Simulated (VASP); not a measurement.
# BaTiO3 (P4mm) in VASP: a series of runs

Aim: see how the results for BaTiO3 move with the level of theory and the settings. Levels: PBEsol+D3(BJ), revPBE+D4. Tasks: single point.

All numbers are computed with VASP 6.6.1; they aren't measurements. Logs are shortened: lines on timing, memory, paths and dates and some standing lists are left out, and cuts for length are marked.

### Step 1. The cell of the first run

It takes space group P4mm (No. 99, tetragonal). Conventional cell: a = 3.937 Å, b = 3.937 Å, c = 3.977 Å, α = 90.00°, β = 90.00°, γ = 90.00°. Ba (site symmetry 4mm) has 12 O at 2.76 to 2.83 Å and 8 Ti at 3.39 to 3.45 Å within 3.6 Å. Ti (site symmetry 4mm) has 6 O at 1.87 to 2.11 Å within 2.5 Å. Within 2.6 Å of O (site symmetry 2mm) lie 2 Ti at 1.97 Å. Within 2.5 Å of O (site symmetry 4mm) lie 2 Ti at 1.87 to 2.11 Å.

### Step 2. Single point, PBEsol+D3(BJ)

Contents of INCAR:

```
PREC = Accurate
ENCUT = 1340
EDIFF = 1E-6
ISMEAR = -1
SIGMA = 0.05
LREAL = False
LASPH = True
NELM = 120
ALGO = Normal
ISIF = 2
LWAVE = False
LCHARG = True
GGA = PS
IVDW = 12
LELF = True
LVHAR = True
NBANDS = 28
GGA_COMPAT = False
```

Contents of KPOINTS:

```
Automatic mesh
0
Gamma
  7 7 7
```

Contents of POSCAR:

```
BaTiO3
1.0
    3.9370639391      0.0000000000      0.0000000000
    0.0000000000      3.9370639391      0.0000000000
    0.0000000000      0.0000000000      3.9766056663
Ba Ti O
1 1 3
Direct
    0.0000000000      0.0000000000      0.0021031897
    0.5000000000      0.5000000000      0.4901702290
    0.0000000000      0.5000000000      0.5149914582
    0.5000000000      0.0000000000      0.5149914582
    0.5000000000      0.5000000000      0.0207436648
```

Potentials or basis: VASP PAW PBE potentials, release 64 (Ba_sv, Ti_sv, O_h).

The run is started by

```
cat potpaw_PBE.64/Ba_sv/POTCAR potpaw_PBE.64/Ti_sv/POTCAR potpaw_PBE.64/O_h/POTCAR > POTCAR
mpirun -np 1 vasp_std > vasp.out
```

OUTCAR:

```text
PREC = Accurate
   ENCUT = 1340
   EDIFF = 1E-6
   ISMEAR = -1
   LREAL = False
   LASPH = True
   NELM = 120
   ISIF = 2
   GGA = PS
   IVDW = 12
 IVDW          = 12

 ion  position               nearest neighbor table
   1  0.000  0.000  0.002-   3 2.76   4 2.76   3 2.76   4 2.76   5 2.78   5 2.78   5 2.78   5 2.78
                             4 2.83   3 2.83   4 2.83   3 2.83   2 3.39   2 3.39   2 3.39   2 3.39
   2  0.500  0.500  0.490-   5 1.87   4 1.97   3 1.97   4 1.97   3 1.97   5 2.11   1 3.39   1 3.39
                             1 3.39   1 3.39   1 3.45   1 3.45   1 3.45   1 3.45
   3  0.000  0.500  0.515-   2 1.97   2 1.97   1 2.76   1 2.76   1 2.83   1 2.83
   4  0.500  0.000  0.515-   2 1.97   2 1.97   1 2.76   1 2.76   1 2.83   1 2.83
   5  0.500  0.500  0.021-   2 1.87   2 2.11   1 2.78   1 2.78   1 2.78   1 2.78

  LATTYP: Found a simple tetragonal cell.
 ALAT       =     3.9370639391
 C/A-ratio  =     1.0100434557

  Lattice vectors:

 A1 = (   3.9370639391,   0.0000000000,   0.0000000000)
 A2 = (   0.0000000000,   3.9370639391,   0.0000000000)
 A3 = (   0.0000000000,   0.0000000000,   3.9766056663)

Analysis of symmetry for initial positions (statically):
=====================================================================
 Subroutine PRICEL returns:
 Original cell was already a primitive cell.

 Routine SETGRP: Setting up the symmetry group for a
 simple tetragonal supercell.

 Subroutine GETGRP returns: Found  8 space group operations
 (whereof  8 operations were pure point group operations)
 out of a pool of 16 trial point group operations.

The static configuration has the point symmetry C_4v.

Analysis of symmetry for dynamics (positions and initial velocities):
=====================================================================
 Subroutine PRICEL returns:
 Original cell was already a primitive cell.

 Routine SETGRP: Setting up the symmetry group for a
 simple tetragonal supercell.

 Subroutine GETGRP returns: Found  8 space group operations
 (whereof  8 operations were pure point group operations)
 out of a pool of 16 trial point group operations.

The dynamic configuration has the point symmetry C_4v.

 Subroutine INISYM returns: Found  8 space group operations
 (whereof  8 operations are pure point group operations),
 and found     1 'primitive' translations

----------------------------------------------------------------------------------------

                                     Primitive cell

  volume of cell :      61.6393

  direct lattice vectors                    reciprocal lattice vectors
     3.937063939  0.000000000  0.000000000     0.253996383  0.000000000  0.000000000
     0.000000000  3.937063939  0.000000000     0.000000000  0.253996383  0.000000000
     0.000000000  0.000000000  3.976605666     0.000000000  0.000000000  0.251470748

  length of vectors
     3.937063939  3.937063939  3.976605666     0.253996383  0.253996383  0.251470748

  position of ions in fractional coordinates (direct lattice)
     0.000000000  0.000000000  0.002103190
     0.500000000  0.500000000  0.490170229
     0.000000000  0.500000000  0.514991458
     0.500000000  0.000000000  0.514991458
     0.500000000  0.500000000  0.020743665

  ion indices of the primitive-cell ions
   primitive index   ion index
                 1           1
                 2           2
                 3           3
                 4           4
                 5           5

----------------------------------------------------------------------------------------

 KPOINTS: Automatic mesh

Automatic generation of k-mesh.
 Grid dimensions read from file:
 generate k-points for:    7    7    7

 Generating k-lattice:

  Cartesian coordinates                     Fractional coordinates (reciprocal lattice)
     0.036285198  0.000000000  0.000000000     0.142857143  0.000000000  0.000000000
     0.000000000  0.036285198  0.000000000     0.000000000  0.142857143  0.000000000
     0.000000000  0.000000000  0.035924393     0.000000000  0.000000000  0.142857143

  Length of vectors
     0.036285198  0.036285198  0.035924393

  Shift w.r.t. Gamma in fractional coordinates (k-lattice)
     0.000000000  0.000000000  0.000000000

 Subroutine IBZKPT returns following result:
 ===========================================

 Found     40 irreducible k-points:

 Following reciprocal coordinates:
            Coordinates               Weight
  0.000000  0.000000  0.000000      1.000000
  0.142857  0.000000  0.000000      4.000000
  0.285714  0.000000  0.000000      4.000000
  0.428571  0.000000  0.000000      4.000000
  0.142857  0.142857  0.000000      4.000000
  0.285714  0.142857  0.000000      8.000000
[... 16 lines left out ...]
  0.285714  0.000000  0.285714      8.000000
  0.428571  0.000000  0.285714      8.000000
 [... further k-points ...]
   k-points           NKPTS =     40   k-points in BZ     NKDIM =     40   number of bands    NBANDS=     28
   number of dos      NEDOS =    301   number of ions     NIONS =      5
   total plane-waves  NPLWV = 110592
   dimension x,y,z NGX =    48 NGY =   48 NGZ =   48
   dimension x,y,z NGXF=    96 NGYF=   96 NGZF=   96
   ions per type =               1   1   3
   NGX,Y,Z   is equivalent  to a cutoff of  20.27, 20.27, 20.07 a.u.
   NGXF,Y,Z  is equivalent  to a cutoff of  40.54, 40.54, 40.13 a.u.
 SYSTEM =  unknown system
   PREC   = accura    normal or accurate (medium, high low for compatibility)
   ISTART =      0    job   : 0-new  1-cont  2-samecut
   ICHARG =      2    charge: 1-file 2-atom 10-const
   ISPIN  =      1    spin polarized calculation?
   LNONCOLLINEAR =      F non collinear calculations
   LSORBIT =      F    spin-orbit coupling
   LASPH  =      T    aspherical Exc in radial PAW
   ENCUT  = 1340.0 eV  98.49 Ry    9.92 a.u.  11.75 11.75 11.87*2*pi/ulx,y,z
   NELM   =    120;   NELMIN=  2; NELMDL= -5     # of ELM steps
   EDIFF  = 0.1E-05   stopping-criterion for ELM
   LREAL  =      F    real-space projection
   EDIFFG = 0.1E-04   stopping-criterion for IOM
   NSW    =      0    number of steps for IOM
   IBRION =     -1    ionic relax: 0-MD 1-quasi-New 2-CG
   NFREE  =      0    steps in history (QN), initial steepest desc. (CG)
   ISIF   =      2    stress and relaxation
   ISYM   =      2    0-nonsym 1-usesym 2-fastsym
   POTIM  = 0.5000    time-step for ionic-motion
   TEBEG  =    0.0;   TEEND  =   0.0 temperature during run
   PSTRESS=    0.0 pullay stress
   NELECT =      40.0000    total number of electrons
   NUPDOWN=      -1.0000    fix difference up-down
   EMIN   =  10.00;   EMAX   =-10.00  energy-range for DOS
   EFERMI =   0.00;   METHOD = LEGACY
   ISMEAR =    -1;   SIGMA  =   0.05  broadening in eV -4-tet -1-fermi 0-gaus
   EFERMI_NEDOS =   21; number of points for ismear=-14 and -15
   IALGO  =     38    algorithm
   IMIX   =      4    mixing-type and parameters
     AMIX     =   0.40;   BMIX     =  1.00
     AMIX_MAG =   1.60;   BMIX_MAG =  1.00
  volume/ion in A,a.u.               =      12.33        83.19
  Fermi-wavevector in a.u.,A,eV,Ry     =   1.417345  2.678394 27.332305  2.008868
  Thomas-Fermi vector in A             =   2.538585
   LORBIT       =      0    0 simple, 1 ext, 2 COOP (PROOUT), +10 PAW based schemes
   GGA     = PS    functional components
   LHFCALC =     F    Hartree Fock is set to
   AEXX    =    0.0000 exact exchange contribution
   IVDW    =    12    specifies the selected vdW correction
   LEPSILON=     F    determine dielectric tensor
   LRPA    =     F    only Hartree local field effects (RPA)
 non-spin polarized calculation
  energy-cutoff  :     1340.00
  volume of cell :       61.64
 maximum number of plane-waves:      6915
 NGX is ok and might be reduce to    48
   NGX = 23   NGY = 23   NGZ = 23

 number of electron      40.0000003 magnetization

 Free energy of the ion-electron system (eV)
  ---------------------------------------------------
  ext. energy  EPLUGINS =         0.00000000
  ---------------------------------------------------
  free energy    TOTEN  =       -41.98403237 eV

  energy without entropy =      -41.98403237  energy(sigma->0) =      -41.98403237

 E-fermi :   5.3332     XC(G=0): -11.7263

 val. band max:        4.3116674839   @ k =   0.4286   0.4286   0.4286
 cond. band min:       6.2260279205   @ k =   0.0000   0.0000   0.0000
 fundamental gap:      1.9143604365
 Fermi energy:         5.3332030013

 k-point     1 :       0.0000    0.0000    0.0000
  band No.  band energies     occupation
      1     -51.7397      2.00000
      2     -28.1255      2.00000
      3     -28.0895      2.00000
      4     -28.0895      2.00000
      5     -20.3143      2.00000
      6     -12.5252      2.00000
[... 20 lines left out ...]
     27       9.3925      0.00000
     28      11.9825      0.00000

 k-point     2 :       0.1429    0.0000    0.0000
  band No.  band energies     occupation
      1     -51.7395      2.00000
      2     -28.1250      2.00000
      3     -28.1024      2.00000
      4     -28.0890      2.00000
      5     -20.2857      2.00000
      6     -12.5500      2.00000
[... 20 lines left out ...]
     27       9.8076      0.00000
     28      12.4870      0.00000

 k-point     3 :       0.2857    0.0000    0.0000
  band No.  band energies     occupation
      1     -51.7389      2.00000
      2     -28.1315      2.00000
      3     -28.1237      2.00000
      4     -28.0878      2.00000
      5     -20.2201      2.00000
      6     -12.6836      2.00000
[... 20 lines left out ...]
     27      10.8423      0.00000
     28      12.8320      0.00000

 k-point     4 :       0.4286    0.0000    0.0000
  band No.  band energies     occupation
      1     -51.7384      2.00000
      2     -28.1545      2.00000
      3     -28.1228      2.00000
      4     -28.0869      2.00000
      5     -20.1659      2.00000
      6     -12.8277      2.00000
[... 578 lines left out ...]
     27      11.2351      0.00000
     28      13.1537      0.00000

 k-point    23 :       0.2857    0.0000    0.2857
  band No.  band energies     occupation
      1     -51.7382      2.00000
      2     -28.1606      2.00000
      3     -28.1291      2.00000
      4     -28.0863      2.00000
      5     -20.1530      2.00000
      6     -12.4996      2.00000
[... 20 lines left out ...]
     27      12.2947      0.00000
     28      13.1686      0.00000

 k-point    24 :       0.4286    0.0000    0.2857
  band No.  band energies     occupation
      1     -51.7377      2.00000
      2     -28.1592      2.00000
      3     -28.1517      2.00000
      4     -28.0854      2.00000
      5     -20.1113      2.00000
      6     -12.4857      2.00000
[... 20 lines left out ...]
     27      13.0261      0.00000
     28      13.4678      0.00000

 [... further k-points ...]

------------------------ aborting loop because EDIFF is reached ----------------------------------------

 Edisp (eV)   -1.37633

 E8    (eV) :    -0.9533

  FORCE on cell =-STRESS in cart. coord.  units (eV):
  Direction    XX          YY          ZZ          XY          YZ          ZX
  --------------------------------------------------------------------------------------
  -------------------------------------------------------------------------------------
  Total       0.75280     0.75280     0.74905     0.00000     0.00000     0.00000
  in kB      19.56726    19.56726    19.46985     0.00000     0.00000     0.00000
  external pressure =       19.53 kB  Pullay stress =        0.00 kB

 VOLUME and BASIS-vectors are now :
 -----------------------------------------------------------------------------
  energy-cutoff  :     1340.00
  volume of cell :       61.64
      direct lattice vectors                 reciprocal lattice vectors
     3.937063939  0.000000000  0.000000000     0.253996383  0.000000000  0.000000000
     0.000000000  3.937063939  0.000000000     0.000000000  0.253996383  0.000000000
     0.000000000  0.000000000  3.976605666     0.000000000  0.000000000  0.251470748

 POSITION                                       TOTAL-FORCE (eV/Angst)
 -----------------------------------------------------------------------------------
      0.00000      0.00000      0.00836        -0.000000     -0.000000      0.028403
      1.96853      1.96853      1.94921        -0.000000     -0.000000      0.011063
      0.00000      1.96853      2.04792        -0.000000     -0.000000     -0.012022
      1.96853      0.00000      2.04792        -0.000000     -0.000000     -0.012022
      1.96853      1.96853      0.08249         0.000000      0.000000     -0.015423
 -----------------------------------------------------------------------------------
    total drift:                                0.000000      0.000000     -0.000446

  FREE ENERGIE OF THE ION-ELECTRON SYSTEM (eV)
  ---------------------------------------------------
  free  energy   TOTEN  =       -43.3603658208 eV

  energy  without entropy=      -43.3603658203  energy(sigma->0) =      -43.36036582
```

It took 3.6 min on 1 thread of Intel Xeon Platinum 8259CL at 2.50GHz (Skylake/Cascade Lake), shared host; peak memory 0.52 GiB.

What came out:

* Free energy: -43.3604 eV
* Pressure: 2.0 GPa
* Largest force: 0.028 eV/Å
* Band gap on the k mesh: 1.91 eV (least direct gap 2.08 eV)
* Dispersion energy per atom: -0.275 eV

Forces in eV/Å, atoms in the order of the input:
```
Ba   0.000  0.000  0.028
Ti   0.000  0.000  0.011
O    0.000  0.000 -0.012
O    0.000  0.000 -0.012
O    0.000  0.000 -0.015
```

Levels at points of the mesh, in eV from the valence-band top:
```csv
k point,band 17,band 18,band 19,band 20,band 21,band 22,band 23,band 24
"(0.00, 0.00, 0.00)",-1.14,-0.18,-0.16,-0.16,1.91,2.13,2.13,4.41
```

Caveat: the PAW data sets were made with another functional, which shifts forces and pressure a little; spin-orbit coupling is left out, which moves the levels of the heavy elements.

### Step 3. Single point, revPBE+D4

This run uses another cell than the first one, of 13.63 Å³/atom.

Edit INCAR of step 2 so:

```diff
@@ -11,7 +11,5 @@
 LWAVE = False
-LCHARG = True
-GGA = PS
-IVDW = 12
-LELF = True
-LVHAR = True
+LCHARG = False
+GGA = RE
+IVDW = 13
 NBANDS = 28
```

Contents of KPOINTS:

```
regular mesh
0
Gamma
  7 7 7
```

Contents of POSCAR:

```
BaTiO3
1.0
    4.0782473671      0.0000000000      0.0000000000
    0.0000000000      4.0782473671      0.0000000000
    0.0000000000      0.0000000000      4.0968043205
Ba Ti O
1 1 3
Direct
    0.0000000000      0.0000000000      0.0000000000
    0.5000000000      0.5000000000      0.4900000000
    0.0000000000      0.5000000000      0.5170000000
    0.5000000000      0.0000000000      0.5170000000
    0.5000000000      0.5000000000      0.0190000000
```

Potentials or basis: VASP PAW PBE potentials, release 64 (Ba_sv, Ti_sv, O_h).

The run is started by

```
cat potpaw_PBE.64/Ba_sv/POTCAR potpaw_PBE.64/Ti_sv/POTCAR potpaw_PBE.64/O_h/POTCAR > POTCAR
mpirun -np 1 vasp_std > vasp.out
```

Wall time 7.8 min (1 thread of Intel Xeon Platinum 8175M at 2.50GHz (Skylake/Cascade Lake), shared host); peak memory 0.58 GiB.

It converged, with:

```
Free energy                : -40.0331 eV
Pressure                   : -6.8 GPa
Largest force              : 0.658 eV/Å
Band gap on the k mesh     : 1.77 eV (least direct gap 2.01 eV)
Dispersion energy per atom : -0.354 eV
```

Forces in eV/Å, atoms in the order of the input:
```
Ba   0.000  0.000  0.013
Ti   0.000  0.000 -0.419
O    0.000  0.000 -0.126
O    0.000  0.000 -0.126
O    0.000  0.000  0.658
```

Stress tensor (GPa, compression positive):
```
-7.07  0.00  0.00
 0.00 -7.07  0.00
 0.00  0.00 -6.39
```

Levels at points of the mesh, in eV from the valence-band top:
```
           k point  band 18  band 19  band 20  band 21  band 22  band 23
(0.00, 0.00, 0.00)    -0.26    -0.23    -0.23     1.77     1.97     1.97
```

Caveat: the cell stands under tension; the PAW data sets were made with another functional, which shifts forces and pressure a little; spin-orbit coupling is left out, which moves the levels of the heavy elements. A k mesh can miss the band edges.
